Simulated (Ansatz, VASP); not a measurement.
**Rb2RhO2: VASP beside Ansatz**

File INCAR:

```
SYSTEM = Rb2RhO2
PREC = Accurate ; ENCUT = 520
EDIFF = 1E-6 ; ISMEAR = -1
SIGMA = 0.0363 ; LREAL = .FALSE.
LASPH = .TRUE. ; NELM = 60
ALGO = Normal ; ISIF = 2
LWAVE = .FALSE. ; LCHARG = .TRUE.
GGA = PE ; LELF = .TRUE.
LVHAR = .TRUE. ; NBANDS = 30
```

File KPOINTS:

```
regular mesh
0
G
  5 5 5
  0 0 0
```

POSCAR

```
Rb2RhO2
1.0
    0.0000000000      4.1405850000      0.0000000000
    4.1405850000      0.0000000000      0.0000000000
    2.0702920000      2.0702920000     -6.5329000000
Rb O Rh
2 2 1
Direct
    0.3451000000      0.3451000000      0.3098000000
    0.6549000000      0.6549000000      0.6902000000
    0.1273000000      0.1273000000      0.7454000000
    0.8727000000      0.8727000000      0.2546000000
    0.0000000000      0.0000000000      0.0000000000
```

Input for Ansatz:

```yaml
crystal:
  lattice:
    - [0.0, 4.140585, 0.0]
    - [4.140585, 0.0, 0.0]
    - [2.070292, 2.070292, -6.5329]
  atoms:
    - { symbol: Rb, position: [0.3451, 0.3451, 0.3098] }
    - { symbol: Rb, position: [0.6549, 0.6549, 0.6902] }
    - { symbol: O, position: [0.1273, 0.1273, 0.7454] }
    - { symbol: O, position: [0.8727, 0.8727, 0.2546] }
    - { symbol: Rh, position: [0.0, 0.0, 0.0] }
  symmetry: { tolerance: 0.0003 }
kpoints:
  mp_grid: { grid: [5, 5, 5], shift: [0, 0, 0] }
magnetization:
  spin_polarized: false
scf:
  occupations: { method: fermi_dirac, width: 0.0363 }
  eigensolver: { kind: davidson }
  algorithm: direct_min
hamiltonian:
  pseudopotentials: { kind: paw }
  xc: pbe
basis:
  ecutwfc: 420
  precision: f64
  xc_grid: 4
output:
  forces: true
  stress: true
  eigenvalues: true
  write_density: true
  write_potential: true
  elf: true
  volumetric_format: npy
```

Alike in both runs: task single point; functional PBE; k mesh 5 × 5 × 5; occupations fermi-dirac, width 0.0363 eV; no spin polarisation.

```csv
,VASP,Ansatz
version,VASP 6.6.1,Ansatz 0.2.0
potentials or method,"VASP PAW PBE potentials, release 64 (Rb_sv, O, Rh_pv), cutoff 520 eV",PAW plane waves
valence electrons in the cell,45,47
```

Ansatz gave:

- gap on the k mesh at the Fermi level (eV): none
- pressure (GPa): 13.1
- traceless stress, the component that is largest in VASP (GPa): 20.71
- rms of the force components (eV/Å): 2.447

Which values does VASP return?

gap on the k mesh at the Fermi level (eV): none; pressure (GPa): 13.0; traceless stress, the component that is largest in VASP (GPa): 20.44; rms of the force components (eV/Å): 2.415.

Atom by atom the forces differ by 0.033 eV/Å (rms over components). A gap of «none» marks a metal or a gap that the smearing closes. With one functional, cell and mesh, what is left measures potentials, basis and numerics. VASP's potentials hold 45 valence electrons a cell and Ansatz's 47, so a difference there can come from the potentials and not from the codes.
